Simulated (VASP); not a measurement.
# BaSrInSbO6 (F-43m) in VASP: single point with PBE

Aim: the single point of BaSrInSbO6 with PBE.

All numbers are computed with VASP 6.6.1; they aren't measurements. Logs are shortened: lines on timing, memory, paths and dates and some standing lists are left out, and cuts for length are marked.

## (1) The cell of the first run

Symmetry: F-43m, No. 216, cubic system. Conventional cell: a = 8.313 Å, b = 8.313 Å, c = 8.313 Å, α = 90.00°, β = 90.00°, γ = 90.00°. Within 3.9 Å of Ba (site symmetry -43m) lie 12 O at 2.94 Å and 4 In at 3.60 Å and 4 Sb at 3.60 Å. Sr (site symmetry -43m) has 12 O at 2.94 Å and 4 In at 3.60 Å and 4 Sb at 3.60 Å within 3.9 Å. In (site symmetry -43m) has 6 O at 2.15 Å within 2.9 Å. Sb (site symmetry -43m) has 6 O at 2.00 Å within 2.7 Å. O (site symmetry 2mm) has 1 Sb at 2.00 Å and 1 In at 2.15 Å within 2.7 Å.

## (2) Single point, PBE

INCAR reads:

```
SYSTEM = BaSrInSbO6
PREC = Accurate
ENCUT = 520
EDIFF = 1E-6
ISMEAR = 0
SIGMA = 0.05
LREAL = .False.
LASPH = .True.
NELM = 80
ALGO = Normal
ISIF = 2
LWAVE = .False.
LCHARG = .False.
GGA = PE
NBANDS = 48
```

KPOINTS reads:

```
regular mesh
0
Gamma
  6 6 6
  0 0 0
```

POSCAR reads:

```
BaSrInSbO6
1.0
    0.0000000000      4.1564860908      4.1564860908
    4.1564860908      0.0000000000      4.1564860908
    4.1564860908      4.1564860908      0.0000000000
Ba Sr In Sb O
1 1 1 1 6
Direct
    0.2500000000      0.2500000000      0.2500000000
    0.7500000000      0.7500000000      0.7500000000
    0.0000000000      0.0000000000      0.0000000000
    0.5000000000      0.5000000000      0.5000000000
    0.7408111390      0.2591888610      0.2591888610
    0.2591888610      0.7408111390      0.7408111390
    0.7408111390      0.7408111390      0.2591888610
    0.2591888610      0.2591888610      0.7408111390
    0.2591888610      0.7408111390      0.2591888610
    0.7408111390      0.2591888610      0.7408111390
```

Potentials or basis: VASP PAW PBE potentials, release 64 (Ba_sv, Sr_sv, In_d, Sb, O).

Command:

```sh
cat potpaw_PBE.64/Ba_sv/POTCAR potpaw_PBE.64/Sr_sv/POTCAR potpaw_PBE.64/In_d/POTCAR potpaw_PBE.64/Sb/POTCAR potpaw_PBE.64/O/POTCAR > POTCAR
mpirun -np 1 vasp_std > vasp.out
```

OUTCAR:

```text
SYSTEM = BaSrInSbO6
   PREC = Accurate
   ENCUT = 520
   EDIFF = 1E-6
   ISMEAR = 0
   LREAL = .False.
   LASPH = .True.
   NELM = 80
   ISIF = 2
   GGA = PE

 ion  position               nearest neighbor table
   1  0.250  0.250  0.250-   5 2.94   8 2.94   9 2.94   6 2.94   8 2.94  10 2.94   6 2.94   7 2.94
                             9 2.94   5 2.94   7 2.94  10 2.94   4 3.60   3 3.60   3 3.60   4 3.60
   2  0.750  0.750  0.750-   6 2.94   8 2.94   9 2.94   5 2.94   8 2.94  10 2.94   5 2.94   7 2.94
                             9 2.94   6 2.94   7 2.94  10 2.94   3 3.60   4 3.60   4 3.60   4 3.60
   3  0.000  0.000  0.000-   5 2.15   6 2.15   7 2.15   8 2.15   9 2.15  10 2.15   2 3.60   2 3.60
                             1 3.60   2 3.60   2 3.60   1 3.60   1 3.60   1 3.60
   4  0.500  0.500  0.500-   5 2.00   6 2.00   7 2.00   8 2.00   9 2.00  10 2.00   1 3.60   1 3.60
                             1 3.60   2 3.60   1 3.60   2 3.60   2 3.60   2 3.60
   5  0.741  0.259  0.259-   4 2.00   3 2.15   1 2.94   1 2.94   2 2.94   2 2.94
   6  0.259  0.741  0.741-   4 2.00   3 2.15   2 2.94   1 2.94   1 2.94   2 2.94
   7  0.741  0.741  0.259-   4 2.00   3 2.15   2 2.94   1 2.94   1 2.94   2 2.94
   8  0.259  0.259  0.741-   4 2.00   3 2.15   1 2.94   1 2.94   2 2.94   2 2.94
   9  0.259  0.741  0.259-   4 2.00   3 2.15   1 2.94   1 2.94   2 2.94   2 2.94
  10  0.741  0.259  0.741-   4 2.00   3 2.15   2 2.94   1 2.94   1 2.94   2 2.94

  LATTYP: Found a face centered cubic cell.
 ALAT       =     8.3129721816

  Lattice vectors:

 A1 = (   0.0000000000,   4.1564860908,   4.1564860908)
 A2 = (   4.1564860908,   0.0000000000,   4.1564860908)
 A3 = (   4.1564860908,   4.1564860908,   0.0000000000)

Analysis of symmetry for initial positions (statically):
=====================================================================
 Subroutine PRICEL returns:
 Original cell was already a primitive cell.

 Routine SETGRP: Setting up the symmetry group for a
 face centered cubic supercell.

 Subroutine GETGRP returns: Found 24 space group operations
 (whereof 24 operations were pure point group operations)
 out of a pool of 48 trial point group operations.

The static configuration has the point symmetry T_d .

Analysis of symmetry for dynamics (positions and initial velocities):
=====================================================================
 Subroutine PRICEL returns:
 Original cell was already a primitive cell.

 Routine SETGRP: Setting up the symmetry group for a
 face centered cubic supercell.

 Subroutine GETGRP returns: Found 24 space group operations
 (whereof 24 operations were pure point group operations)
 out of a pool of 48 trial point group operations.

The dynamic configuration has the point symmetry T_d .

 Subroutine INISYM returns: Found 24 space group operations
 (whereof 24 operations are pure point group operations),
 and found     1 'primitive' translations

----------------------------------------------------------------------------------------

                                     Primitive cell

  volume of cell :     143.6180

  direct lattice vectors                    reciprocal lattice vectors
     0.000000000  4.156486091  4.156486091    -0.120293919  0.120293919  0.120293919
     4.156486091  0.000000000  4.156486091     0.120293919 -0.120293919  0.120293919
     4.156486091  4.156486091  0.000000000     0.120293919  0.120293919 -0.120293919

  length of vectors
     5.878159001  5.878159001  5.878159001     0.208355179  0.208355179  0.208355179

  position of ions in fractional coordinates (direct lattice)
     0.250000000  0.250000000  0.250000000
     0.750000000  0.750000000  0.750000000
     0.000000000  0.000000000  0.000000000
     0.500000000  0.500000000  0.500000000
     0.740811139  0.259188861  0.259188861
     0.259188861  0.740811139  0.740811139
     0.740811139  0.740811139  0.259188861
     0.259188861  0.259188861  0.740811139
     0.259188861  0.740811139  0.259188861
     0.740811139  0.259188861  0.740811139

  ion indices of the primitive-cell ions
   primitive index   ion index
                 1           1
                 2           2
                 3           3
                 4           4
                 5           5
                 6           6
                 7           7
                 8           8
                 9           9
                10          10

----------------------------------------------------------------------------------------

 KPOINTS: regular mesh

Automatic generation of k-mesh.
 Grid dimensions read from file:
 generate k-points for:    6    6    6

 Generating k-lattice:

  Cartesian coordinates                     Fractional coordinates (reciprocal lattice)
    -0.020048986  0.020048986  0.020048986     0.166666667  0.000000000  0.000000000
     0.020048986 -0.020048986  0.020048986     0.000000000  0.166666667  0.000000000
     0.020048986  0.020048986 -0.020048986     0.000000000  0.000000000  0.166666667

  Length of vectors
     0.034725863  0.034725863  0.034725863

  Shift w.r.t. Gamma in fractional coordinates (k-lattice)
     0.000000000  0.000000000  0.000000000

 Subroutine IBZKPT returns following result:
 ===========================================

 Found     16 irreducible k-points:

 Following reciprocal coordinates:
            Coordinates               Weight
  0.000000  0.000000  0.000000      1.000000
  0.166667  0.000000  0.000000      8.000000
  0.333333  0.000000  0.000000      8.000000
  0.500000  0.000000  0.000000      4.000000
  0.166667  0.166667  0.000000      6.000000
  0.333333  0.166667  0.000000     24.000000
[... 8 lines left out ...]
 -0.333333  0.333333  0.166667     24.000000
 -0.333333  0.500000  0.166667     12.000000
   k-points           NKPTS =     16   k-points in BZ     NKDIM =     16   number of bands    NBANDS=     48
   number of dos      NEDOS =    301   number of ions     NIONS =     10
   total plane-waves  NPLWV = 110592
   dimension x,y,z NGX =    48 NGY =   48 NGZ =   48
   dimension x,y,z NGXF=    96 NGYF=   96 NGZF=   96
   ions per type =               1   1   1   1   6
   NGX,Y,Z   is equivalent  to a cutoff of  13.58, 13.58, 13.58 a.u.
   NGXF,Y,Z  is equivalent  to a cutoff of  27.15, 27.15, 27.15 a.u.
 SYSTEM =  BaSrInSbO6
   PREC   = accura    normal or accurate (medium, high low for compatibility)
   ISTART =      0    job   : 0-new  1-cont  2-samecut
   ICHARG =      2    charge: 1-file 2-atom 10-const
   ISPIN  =      1    spin polarized calculation?
   LNONCOLLINEAR =      F non collinear calculations
   LSORBIT =      F    spin-orbit coupling
   LASPH  =      T    aspherical Exc in radial PAW
   ENCUT  =  520.0 eV  38.22 Ry    6.18 a.u.  10.93 10.93 10.93*2*pi/ulx,y,z
   NELM   =     80;   NELMIN=  2; NELMDL= -5     # of ELM steps
   EDIFF  = 0.1E-05   stopping-criterion for ELM
   LREAL  =      F    real-space projection
   EDIFFG = 0.1E-04   stopping-criterion for IOM
   NSW    =      0    number of steps for IOM
   IBRION =     -1    ionic relax: 0-MD 1-quasi-New 2-CG
   NFREE  =      0    steps in history (QN), initial steepest desc. (CG)
   ISIF   =      2    stress and relaxation
   ISYM   =      2    0-nonsym 1-usesym 2-fastsym
   POTIM  = 0.5000    time-step for ionic-motion
   TEBEG  =    0.0;   TEEND  =   0.0 temperature during run
   PSTRESS=    0.0 pullay stress
   NELECT =      74.0000    total number of electrons
   NUPDOWN=      -1.0000    fix difference up-down
   EMIN   =  10.00;   EMAX   =-10.00  energy-range for DOS
   EFERMI =   0.00;   METHOD = LEGACY
   ISMEAR =     0;   SIGMA  =   0.05  broadening in eV -4-tet -1-fermi 0-gaus
   EFERMI_NEDOS =   21; number of points for ismear=-14 and -15
   IALGO  =     38    algorithm
   IMIX   =      4    mixing-type and parameters
     AMIX     =   0.40;   BMIX     =  1.00
     AMIX_MAG =   1.60;   BMIX_MAG =  1.00
  volume/ion in A,a.u.               =      14.36        96.92
  Fermi-wavevector in a.u.,A,eV,Ry     =   1.312449  2.480169 23.436337  1.722522
  Thomas-Fermi vector in A             =   2.442840
   LORBIT       =      0    0 simple, 1 ext, 2 COOP (PROOUT), +10 PAW based schemes
   GGA     = PE    functional components
   LHFCALC =     F    Hartree Fock is set to
   AEXX    =    0.0000 exact exchange contribution
   IVDW    =     0    specifies the selected vdW correction
   LEPSILON=     F    determine dielectric tensor
   LRPA    =     F    only Hartree local field effects (RPA)
 non-spin polarized calculation
 Gauss-broadening in eV      SIGMA  =   0.05
  energy-cutoff  :      520.00
  volume of cell :      143.62
 maximum number of plane-waves:      3892
 NGX is ok and might be reduce to    48
   NGX = 21   NGY = 21   NGZ = 21

 number of electron      73.9999998 magnetization

 Free energy of the ion-electron system (eV)
  ---------------------------------------------------
  ext. energy  EPLUGINS =         0.00000000
  ---------------------------------------------------
  free energy    TOTEN  =       -61.05836386 eV

  energy without entropy =      -61.05836386  energy(sigma->0) =      -61.05836386

 E-fermi :   4.2306     XC(G=0): -10.6794

 val. band max:        4.0125746591   @ k =   0.0000   0.0000   0.0000
 cond. band min:       4.7777951021   @ k =   0.0000   0.0000   0.0000
 fundamental gap:      0.7652204430
 Fermi energy:         4.2305748708

 k-point     1 :       0.0000    0.0000    0.0000
  band No.  band energies     occupation
      1     -29.3605      2.00000
      2     -20.9756      2.00000
      3     -14.0339      2.00000
      4     -12.5994      2.00000
      5     -12.5994      2.00000
      6     -12.5994      2.00000
[... 40 lines left out ...]
     47      11.1031      0.00000
     48      12.9323      0.00000
[... 763 lines left out ...]
     47      12.2605      0.00000
     48      12.4459      0.00000

------------------------ aborting loop because EDIFF is reached ----------------------------------------

  FORCE on cell =-STRESS in cart. coord.  units (eV):
  Direction    XX          YY          ZZ          XY          YZ          ZX
  --------------------------------------------------------------------------------------
  -------------------------------------------------------------------------------------
  Total        0.5220870      0.5220870      0.5220870     -0.0000000     -0.0000000      0.0000000
  in kB        5.8243102      5.8243102      5.8243102     -0.0000000     -0.0000000      0.0000000
  external PRESSURE =       5.8243102 kB  Pullay stress =       0.0000000 kB

 VOLUME and BASIS-vectors are now :
 -----------------------------------------------------------------------------
  energy-cutoff  :      520.00
  volume of cell :      143.62
      direct lattice vectors                 reciprocal lattice vectors
     0.000000000  4.156486091  4.156486091    -0.120293919  0.120293919  0.120293919
     4.156486091  0.000000000  4.156486091     0.120293919 -0.120293919  0.120293919
     4.156486091  4.156486091  0.000000000     0.120293919  0.120293919 -0.120293919

 POSITION                                       TOTAL-FORCE (eV/Angst)
 -----------------------------------------------------------------------------------
      2.07824      2.07824      2.07824         0.000000      0.000000      0.000000
      6.23473      6.23473      6.23473         0.000000      0.000000      0.000000
      0.00000      0.00000      0.00000         0.000000      0.000000      0.000000
      4.15649      4.15649      4.15649         0.000000      0.000000      0.000000
      2.15463      4.15649      4.15649         0.022452      0.000000      0.000000
      6.15834      4.15649      4.15649        -0.022452      0.000000      0.000000
      4.15649      4.15649      6.15834         0.000000      0.000000     -0.022452
      4.15649      4.15649      2.15463         0.000000      0.000000      0.022452
      4.15649      2.15463      4.15649         0.000000      0.022452      0.000000
      4.15649      6.15834      4.15649         0.000000     -0.022452      0.000000
 -----------------------------------------------------------------------------------
    total drift:                               -0.000000     -0.000000     -0.000000

  FREE ENERGIE OF THE ION-ELECTRON SYSTEM (eV)
  ---------------------------------------------------
  free  energy   TOTEN  =       -61.0583638642 eV

  energy  without entropy=      -61.0583638642  energy(sigma->0) =      -61.05836386
```

Run time: 2.9 min. Hardware: 1 thread of Oxide Virtual Turin-like, shared host; peak memory 0.37 GiB.

What came out:

```
Free energy            : -61.0584 eV
Pressure               : 0.6 GPa
Largest force          : 0.022 eV/Å
Band gap on the k mesh : 0.77 eV
```

Forces in eV/Å, atoms in the order of the input:
```
Ba   0.000  0.000  0.000
Sr   0.000  0.000  0.000
In   0.000  0.000  0.000
Sb   0.000  0.000  0.000
O    0.022  0.000  0.000
O   -0.022  0.000  0.000
O    0.000  0.000 -0.022
O    0.000  0.000  0.022
O    0.000  0.022  0.000
O    0.000 -0.022  0.000
```

Caveat: semilocal functionals underestimate gaps, and a narrow one can read as zero; spin-orbit coupling is left out, which moves the levels of the heavy elements.
